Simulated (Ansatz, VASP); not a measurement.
**One calculation of Br, two programs**

```
Br
1.0
    -1.40425    1.40425    3.52917
     1.40425   -1.40425    3.52917
     1.40425    1.40425   -3.52917
Br
1
Direct
  0.00000 0.00000 0.00000
```

Change from the starting cell: volume scaled by 0.96.

Alike in both runs: task single point; functional revpbe exchange, lda correlation; k mesh 10 × 10 × 10; occupations gaussian, width 0.025 eV; non-collinear spin.

```csv
,VASP,Ansatz
version,VASP 6.6.1,Ansatz 0.2.0
potentials or method,"VASP PAW PBE potentials, release 64 (Br), cutoff 500 eV","all-electron LAPW, point nuclei"
```

```csv
,VASP,Ansatz,Ansatz less VASP
gap on the k mesh at the Fermi level (eV),none,none,-
pressure (GPa),9.7,9.8,+0.07
"traceless stress, the component that is largest in VASP (GPa)",-3.83,-3.86,-0.026
net moment per atom (μB),0.00,0.00,0.000
```

VASP's potentials were made for PBE, not for revpbe exchange, lda correlation. A gap of «none» marks a metal or a gap that the smearing closes. Ansatz ran all-electron here, and VASP with PAW potentials.

Noted on Ansatz's run: the k mesh is thin for a metal, which can move the energy by tens of meV per atom.
